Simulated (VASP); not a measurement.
# Li3H8 (P3m1) in VASP: further runs, part 2 of 2

VASP 6.6.1.

## 3. Relaxation of cell and atoms, PBE

File INCAR:

```
SYSTEM = Li3H8
PREC = Accurate
ENCUT = 600
EDIFF = 1E-7
ISMEAR = 0
SIGMA = 0.1
LREAL = .False.
LASPH = .True.
NELM = 60
ALGO = Normal
ISIF = 3
LWAVE = .False.
LCHARG = .False.
GGA = PE
IBRION = 2
NSW = 90
EDIFFG = -0.04
```

File KPOINTS:

```
regular mesh
0
Gamma
  6 6 6
  0 0 0
```

File POSCAR:

```
Li3H8
1.0
    4.9857995200      0.0000000000      0.0000000000
   -2.4928997600      4.3178290400      0.0000000000
    0.0000000000      0.0000000000      3.6745594000
Li H
3 8
Direct
    0.5044729200      0.4955270800      0.6357918300
    0.5044729200      0.0089458400      0.6357918300
    0.9910541600      0.4955270800      0.6357918300
    0.7291661800      0.6802066800      0.4420514200
    0.3197933200      0.0489595000      0.4420514200
    0.9510405000      0.2708338200      0.4420514200
    0.3197933200      0.2708338200      0.4420514200
    0.9510405000      0.6802066800      0.4420514200
    0.7291661800      0.0489595000      0.4420514200
    0.3333333300      0.6666666700      0.1911907700
    0.3333333300      0.6666666700      0.5215656900
```

Potentials or basis: VASP PAW PBE potentials, release 64 (Li_sv, H).

Started as:

```console
$ cat potpaw_PBE.64/Li_sv/POTCAR potpaw_PBE.64/H/POTCAR > POTCAR
$ mpirun -np 1 vasp_std > vasp.out
```

OUTCAR:

```text
SYSTEM = Li3H8
   PREC = Accurate
   ENCUT = 600
   EDIFF = 1E-7
   ISMEAR = 0
   LREAL = .False.
   LASPH = .True.
   NELM = 60
   ISIF = 3
   GGA = PE
   IBRION = 2
   NSW = 90
   EDIFFG = -0.04

 ion  position               nearest neighbor table
   1  0.504  0.496  0.636-   7 1.26   4 1.26  11 1.54   2 2.43   3 2.43   2 2.56   3 2.56
   2  0.504  0.009  0.636-   5 1.26   9 1.26  11 1.54   3 2.43   1 2.43   1 2.56   3 2.56
   3  0.991  0.496  0.636-   6 1.26   8 1.26  11 1.54   2 2.43   1 2.43   2 2.56   1 2.56
   4  0.729  0.680  0.442-   1 1.26
   5  0.320  0.049  0.442-   2 1.26
   6  0.951  0.271  0.442-   3 1.26
   7  0.320  0.271  0.442-   1 1.26
   8  0.951  0.680  0.442-   3 1.26
   9  0.729  0.049  0.442-   2 1.26
  10  0.333  0.667  0.191-
  11  0.333  0.667  0.522-   2 1.54   3 1.54   1 1.54

  LATTYP: Found a hexagonal cell.
 ALAT       =     4.9857995200
 C/A-ratio  =     0.7370050451

  Lattice vectors:

 A1 = (   4.9857995200,   0.0000000000,   0.0000000000)
 A2 = (  -2.4928997600,   4.3178290400,   0.0000000000)
 A3 = (   0.0000000000,   0.0000000000,   3.6745594000)

Analysis of symmetry for initial positions (statically):
=====================================================================
 Subroutine PRICEL returns:
 Original cell was already a primitive cell.

 Routine SETGRP: Setting up the symmetry group for a
 hexagonal supercell.

 Subroutine GETGRP returns: Found  6 space group operations
 (whereof  6 operations were pure point group operations)
 out of a pool of 24 trial point group operations.

The static configuration has the point symmetry C_3v.

Analysis of symmetry for dynamics (positions and initial velocities):
=====================================================================
 Subroutine PRICEL returns:
 Original cell was already a primitive cell.

 Routine SETGRP: Setting up the symmetry group for a
 hexagonal supercell.

 Subroutine GETGRP returns: Found  6 space group operations
 (whereof  6 operations were pure point group operations)
 out of a pool of 24 trial point group operations.

The dynamic configuration has the point symmetry C_3v.

 Subroutine INISYM returns: Found  6 space group operations
 (whereof  6 operations are pure point group operations),
 and found     1 'primitive' translations

----------------------------------------------------------------------------------------

                                     Primitive cell

  volume of cell :      79.1053

  direct lattice vectors                    reciprocal lattice vectors
     4.985799520  0.000000000  0.000000000     0.200569637  0.115798934  0.000000000
    -2.492899760  4.317829040  0.000000000     0.000000000  0.231597868  0.000000000
     0.000000000  0.000000000  3.674559400     0.000000000  0.000000000  0.272141471

  length of vectors
     4.985799520  4.985799518  3.674559400     0.231597868  0.231597868  0.272141471

  position of ions in fractional coordinates (direct lattice)
     0.504472920  0.495527080  0.635791830
     0.504472920  0.008945840  0.635791830
     0.991054160  0.495527080  0.635791830
     0.729166180  0.680206680  0.442051420
     0.319793320  0.048959500  0.442051420
[... 82 lines left out ...]
 SYSTEM =  Li3H8
   PREC   = accura    normal or accurate (medium, high low for compatibility)
   ISTART =      0    job   : 0-new  1-cont  2-samecut
   ICHARG =      2    charge: 1-file 2-atom 10-const
   ISPIN  =      1    spin polarized calculation?
   LNONCOLLINEAR =      F non collinear calculations
   LSORBIT =      F    spin-orbit coupling
   LASPH  =      T    aspherical Exc in radial PAW
   ENCUT  =  600.0 eV  44.10 Ry    6.64 a.u.   9.96  9.96  7.34*2*pi/ulx,y,z
   NELM   =     60;   NELMIN=  2; NELMDL= -5     # of ELM steps
   EDIFF  = 0.1E-06   stopping-criterion for ELM
   LREAL  =      F    real-space projection
   EDIFFG = -.4E-01   stopping-criterion for IOM
   NSW    =     90    number of steps for IOM
   IBRION =      2    ionic relax: 0-MD 1-quasi-New 2-CG
   NFREE  =      1    steps in history (QN), initial steepest desc. (CG)
   ISIF   =      3    stress and relaxation
   ISYM   =      2    0-nonsym 1-usesym 2-fastsym
   POTIM  = 0.5000    time-step for ionic-motion
   TEBEG  =    0.0;   TEEND  =   0.0 temperature during run
   PSTRESS=    0.0 pullay stress
   NELECT =      17.0000    total number of electrons
   NUPDOWN=      -1.0000    fix difference up-down
   EMIN   =  10.00;   EMAX   =-10.00  energy-range for DOS
   EFERMI =   0.00;   METHOD = LEGACY
   ISMEAR =     0;   SIGMA  =   0.10  broadening in eV -4-tet -1-fermi 0-gaus
   EFERMI_NEDOS =   21; number of points for ismear=-14 and -15
   IALGO  =     38    algorithm
   IMIX   =      4    mixing-type and parameters
     AMIX     =   0.40;   BMIX     =  1.00
     AMIX_MAG =   1.60;   BMIX_MAG =  1.00
  volume/ion in A,a.u.               =       7.19        48.53
  Fermi-wavevector in a.u.,A,eV,Ry     =   0.980594  1.853054 13.082884  0.961565
  Thomas-Fermi vector in A             =   2.111536
   LORBIT       =      0    0 simple, 1 ext, 2 COOP (PROOUT), +10 PAW based schemes
   GGA     = PE    functional components
   LHFCALC =     F    Hartree Fock is set to
   AEXX    =    0.0000 exact exchange contribution
   IVDW    =     0    specifies the selected vdW correction
   LEPSILON=     F    determine dielectric tensor
   LRPA    =     F    only Hartree local field effects (RPA)
 conjugate gradient relaxation of ions
 non-spin polarized calculation
 Gauss-broadening in eV      SIGMA  =   0.10
  energy-cutoff  :      600.00
  volume of cell :       79.11
 maximum number of plane-waves:      2658
   NGX = 19   NGY = 19   NGZ = 15

--------------------------------------- Ionic step        1  -------------------------------------------

 number of electron      16.9999994 magnetization

 Free energy of the ion-electron system (eV)
  ---------------------------------------------------
  ext. energy  EPLUGINS =         0.00000000
  ---------------------------------------------------
  free energy    TOTEN  =       -21.74210771 eV

  energy without entropy =      -21.72643312  energy(sigma->0) =      -21.73427042

------------------------ aborting loop because EDIFF is reached ----------------------------------------

  FORCE on cell =-STRESS in cart. coord.  units (eV):
  Direction    XX          YY          ZZ          XY          YZ          ZX
  --------------------------------------------------------------------------------------
  -------------------------------------------------------------------------------------
  Total       10.8303042     10.8303042      8.0151736      0.0000000      0.0000000      0.0000000
  in kB      219.3540772    219.3540769    162.3371760      0.0000000      0.0000000      0.0000000
  external PRESSURE =     200.3484434 kB  Pullay stress =       0.0000000 kB
[... 116 lines left out ...]
  FREE ENERGIE OF THE ION-ELECTRON SYSTEM (eV)
  ---------------------------------------------------
  free  energy   TOTEN  =       -27.7279643472 eV

  energy  without entropy=      -27.7184005680  energy(sigma->0) =      -27.72318246

[... ionic steps 4 to 52 ...]

--------------------------------------- Ionic step       53  -------------------------------------------

 number of electron      17.0000019 magnetization

 E-fermi :  -0.0020     XC(G=0):  -6.5876

 val. band max:       -0.0838597447   @ k =   0.3333   0.3333   0.3333
 cond. band min:       0.0517320689   @ k =   0.3333   0.3333   0.5000
 fundamental gap:      0.1355918136
 Fermi energy:        -0.0020455512

 k-point     1 :       0.0000    0.0000    0.0000
  band No.  band energies     occupation
      1     -47.0696      2.00000
      2     -47.0158      2.00000
      3     -47.0158      2.00000
      4      -9.1243      2.00000
      5      -7.1443      2.00000
      6      -7.1443      2.00000
      7      -4.2048      2.00000
      8      -1.6541      2.00000
      9       0.4541      0.00000
     10       1.5687      0.00000
     11       1.5687      0.00000
     12       2.9178      0.00000
     13       4.0794      0.00000
     14       4.0794      0.00000
[... 480 lines left out ...]
--------------------------------------- Ionic step       55  -------------------------------------------

 number of electron      17.0000028 magnetization

 Free energy of the ion-electron system (eV)
  ---------------------------------------------------
  ext. energy  EPLUGINS =         0.00000000
  ---------------------------------------------------
  free energy    TOTEN  =       -31.29757219 eV

  energy without entropy =      -31.29659583  energy(sigma->0) =      -31.29708401

 E-fermi :   0.0204     XC(G=0):  -6.6090

 val. band max:       -0.0626543855   @ k =   0.3333   0.3333   0.3333
 cond. band min:       0.0730540025   @ k =   0.3333   0.3333   0.5000
 fundamental gap:      0.1357083880
 Fermi energy:         0.0204239383

 k-point     1 :       0.0000    0.0000    0.0000
  band No.  band energies     occupation
      1     -47.0324      2.00000
      2     -46.9796      2.00000
      3     -46.9796      2.00000
      4      -9.1275      2.00000
      5      -7.1341      2.00000
      6      -7.1341      2.00000
      7      -4.1933      2.00000
      8      -1.5997      2.00000
      9       0.4951      0.00000
     10       1.5682      0.00000
     11       1.5682      0.00000
     12       2.9263      0.00000
     13       4.1230      0.00000
     14       4.1230      0.00000
[... 429 lines left out ...]
  FREE ENERGIE OF THE ION-ELECTRON SYSTEM (eV)
  ---------------------------------------------------
  free  energy   TOTEN  =       -31.2975721930 eV

  energy  without entropy=      -31.2965958294  energy(sigma->0) =      -31.29708401

 reached required accuracy - stopping structural energy minimisation
```

Wall time 13 min (1 thread of Intel Xeon 6975P-C (Granite Rapids), shared host); peak memory 0.22 GiB.

What came out:

- Free energy: -31.2976 eV
- Relaxed volume: 11.37 Å³/atom
- Relaxed cell: a = 5.543 Å, b = 5.543 Å, c = 4.700 Å, α = 90.00°, β = 90.00°, γ = 120.00°
- Space group after relaxing (to 0.1 Å): P3m1 (No. 156)
- Energy gained by relaxing: 868.7 meV/atom
- Ionic steps: 55
- Pressure after relaxing: -0.1 GPa
- Largest force after relaxing: 0.036 eV/Å
- Band gap on the k mesh: zero (an odd number of electrons rules out a gap without spin polarisation)

Forces in eV/Å, atoms in the order of the input:
```
Li  -0.002  0.001  0.006
Li   0.000 -0.002  0.006
Li   0.002  0.001  0.006
H   -0.016 -0.005 -0.010
H    0.012 -0.011 -0.010
H    0.004  0.016 -0.010
H   -0.004  0.016 -0.010
H    0.016 -0.005 -0.010
H   -0.012 -0.011 -0.010
H    0.000  0.000  0.036
H    0.000  0.000  0.006
```

The path:
```
step  energy change (eV)  largest force (eV/Å)  pressure (GPa)  volume (Å³)
   1              0.0000                5.0907           20.03        79.11
   3             -5.9859                7.8308           13.32        95.60
   5             -6.9201                1.5657            8.65        91.99
   7             -7.3994                1.4582            2.40        98.10
   9             -9.0346                0.7683           -0.11       125.86
  11             -9.0934                1.2378           -2.20       138.18
  13             -9.2485                0.5868           -0.38       136.55
  15             -9.2882                0.5065           -0.82       136.07
  17             -9.3132                0.4314           -0.81       135.45
  19             -9.3470                0.3923           -0.15       133.84
  21             -9.3918                0.2945           -0.42       132.67
  23             -9.4397                0.2910           -0.36       129.92
  25             -9.4582                0.2873           -0.18       128.55
  27             -9.4926                0.2875           -0.13       124.23
  29             -9.5074                0.3684           -0.46       123.57
  31             -9.5277                0.2119           -0.05       122.65
  33             -9.5335                0.0986            0.33       121.87
  35             -9.5367                0.1522            0.38       122.39
  37             -9.5394                0.0756            0.15       122.91
  39             -9.5401                0.0574           -0.04       123.37
  41             -9.5416                0.0559           -0.04       123.62
  43             -9.5455                0.1354           -0.07       124.73
  45             -9.5473                0.0988           -0.17       124.97
  47             -9.5486                0.1019           -0.36       125.41
  49             -9.5513                0.0834           -0.33       125.73
  51             -9.5526                0.0674           -0.29       126.13
  53             -9.5533                0.0548           -0.14       125.91
  55             -9.5555                0.0356           -0.09       125.06
```

Final structure:
```
Li H
1.0
     5.54314    0.00000    0.00000
    -2.77157    4.80050    0.00000
     0.00000    0.00000    4.69965
Li H
3 8
Cartesian
  1.2143 2.4992 3.9126
  0.0000 4.6025 3.9126
  -1.2143 2.4992 3.9126
  2.3903 3.1653 1.6559
  1.6068 0.4874 1.6559
  4.3177 1.1478 1.6559
  1.2255 1.1478 1.6559
  3.1529 3.1653 1.6559
  3.9364 0.4874 1.6559
  0.0000 3.2003 0.3527
  0.0000 3.2003 2.7528
```

Levels at points of the mesh, in eV from the Fermi level:
```csv
k point,band 5,band 6,band 7,band 8,band 9,band 10,band 11,band 12
"(0.00, 0.00, 0.00)",-7.15,-7.15,-4.21,-1.62,0.47,1.55,1.55,2.91
"(0.50, 0.00, 0.00)",-7.98,-7.21,-4.50,-1.42,0.71,1.50,2.34,3.21
"(0.00, 0.00, 0.50)",-7.11,-7.11,-3.91,-2.41,-0.67,2.11,2.11,2.58
"(0.50, 0.00, 0.50)",-7.89,-7.17,-3.76,-2.96,-0.60,0.75,2.43,3.42
```

Caveat: the cutoff is under 1.25 times the usual one of these potentials, so pressure, stress and relaxed cells hold a basis-set (Pulay) error; the volume moved by over 15 % at a fixed basis, so the end points are rough.

The gap in the log of VASP goes by the Fermi energy; the results here count the filled bands.